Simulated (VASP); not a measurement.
A run of VASP 6.6.1 is set up as follows.

POSCAR

```
Ta3Si
1.0
    4.0591152926      0.0000000000      0.0000000000
    0.0000000000      4.0591152926      0.0000000000
    0.0000000000      0.0000000000      4.0591152926
Ta Si
3 1
Direct
    0.0000000000      0.5000000000      0.5000000000
    0.5000000000      0.0000000000      0.5000000000
    0.5000000000      0.5000000000      0.0000000000
    0.0000000000      0.0000000000      0.0000000000
```

The input INCAR.step1:

```
PREC = Accurate ; ENCUT = 520
ISMEAR = 0 ; SIGMA = 0.1
LREAL = False ; LASPH = True
NELM = 100 ; NBANDS = 26
GGA = PE ; ALGO = Normal
EDIFF = 1E-4 ; LWAVE = True
LCHARG = False
```

The input INCAR.step2:

```
PREC = Accurate ; ENCUT = 520
EDIFF = 1E-7 ; ISMEAR = 0
SIGMA = 0.1 ; LREAL = False
LASPH = True ; NELM = 100
ALGO = Normal ; ISIF = 2
LWAVE = False ; LCHARG = False
METAGGA = R2SCAN ; LMIXTAU = True
NBANDS = 26 ; ISTART = 1
```

Contents of KPOINTS:

```
regular mesh
0
Gamma
  12 12 12
```

Potentials or basis: VASP PAW PBE potentials, release 64 (Ta_pv, Si).

The run is started by

```console
$ cat potpaw_PBE.64/Ta_pv/POTCAR potpaw_PBE.64/Si/POTCAR > POTCAR
$ cp INCAR.step1 INCAR
$ mpirun -np 1 vasp_std > vasp.out
$ cp INCAR.step2 INCAR
$ mpirun -np 1 vasp_std > vasp.out
```

Task: Estimate the pressure.

Result: 0.6 GPa.

Caveat: the PAW data sets were made with another functional, which shifts forces and pressure a little.
